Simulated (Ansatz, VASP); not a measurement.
**One calculation of Si, two programs**

```
Si
1.0
     3.37767    0.00000    0.00000
     0.00000    5.80151    0.00000
     0.00000    0.00000    6.11552
Si
8
Cartesian
  0.4863 3.2660 0.9729
  0.4863 5.4363 4.0306
  2.1751 0.3652 5.1427
  1.2026 5.4363 0.9729
  2.8914 0.3652 2.0849
  2.8914 2.5355 5.1427
  2.1751 2.5355 2.0849
  1.2026 3.2660 4.0306
```

Alike in both runs: task relaxation of cell and atoms; functional PBE; k mesh 6 × 4 × 4; occupations gaussian, width 0.1 eV; no spin polarisation.

```csv
,VASP,Ansatz
version,VASP 6.6.1,Ansatz 0.2.0
potentials or method,"VASP PAW PBE potentials, release 64 (Si), cutoff 600 eV","scalar-relativistic, plane waves, PAW"
valence electrons in the cell,32,32
```

Ansatz gave:

* gap on the k mesh at the Fermi level, each at its own relaxed structure (eV): none
* relaxed volume (Å³/atom): 18.58
* relaxed length of the cell vector where the two differ most in proportion (Å): 3.688

Question: What did VASP give for the same quantities?

Answer: gap on the k mesh at the Fermi level, each at its own relaxed structure (eV): none; relaxed volume (Å³/atom): 18.59; relaxed length of the cell vector where the two differ most in proportion (Å): 3.693.

A gap of «none» marks a metal or a gap that the smearing closes.

Noted on VASP's run: the volume moved by over 15 % at a fixed basis, so the end points are rough.
